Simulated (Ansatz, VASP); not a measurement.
**Two plane-wave programs on BN**

```xyz
2
Lattice="0.0000 1.8048 1.8048 1.8048 0.0000 1.8048 1.8048 1.8048 0.0000" Properties=species:S:1:pos:R:3 pbc="T T T"
B     0.0000    0.0000    0.0000
N     0.9024    0.9024    0.9024
```

Alike in both runs: functional r2SCAN; k mesh 15 × 15 × 15; occupations fermi-dirac, width 0.08 eV; no spin polarisation.

Ansatz relaxed the structure, and its values are those at the end. VASP's run is a single point on that final structure, the one shown.

|  | VASP | Ansatz |
| --- | --- | --- |
| version | VASP 6.6.1 | Ansatz 0.2.0 |
| potentials or method | VASP PAW PBE potentials, release 64 (B, N) | PAW with Ansatz's default frozen-core files, scalar-relativistic |
| plane-wave cutoff (eV) | 520 | 500 |
| valence electrons in the cell | 8 | 8 |

```tsv
	VASP	Ansatz	Ansatz less VASP
pressure (GPa)	1.2	0.0	-1.12
```

VASP's potentials were made for PBE, not for r2SCAN.
